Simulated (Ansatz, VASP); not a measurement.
# One calculation of KCl, two programs

```
CELL_PARAMETERS angstrom
0.00000 3.14647 3.14647
3.14647 0.00000 3.14647
3.14647 3.14647 0.00000
ATOMIC_POSITIONS crystal
K 0.96425 0.03441 0.05666
Cl 0.47399 0.50332 0.49985
```

Alike in both runs: task single point; functional PBE; k mesh 4 × 4 × 4; no spin polarisation.

|  | VASP | Ansatz |
| --- | --- | --- |
| version | VASP 6.6.1 | Ansatz 0.2.0 |
| potentials or method | VASP PAW PBE potentials, release 64 (K_sv, Cl), cutoff 500 eV | plane waves, PAW |
| occupations | gaussian, width 0.01 eV | fixed |
| valence electrons in the cell | 16 | 16 |

```csv
,VASP,Ansatz,Ansatz less VASP
pressure (GPa),1.5,1.5,-0.03
"traceless stress, the component that is largest in VASP (GPa)",1.17,1.15,-0.020
rms of the force components (eV/Å),0.286,0.281,-0.0050
```

Atom by atom the forces differ by 0.005 eV/Å (rms over components). Ansatz's warnings: stress scf threshold loose.

The k mesh is coarse, so the values compare programs but aren't converged.
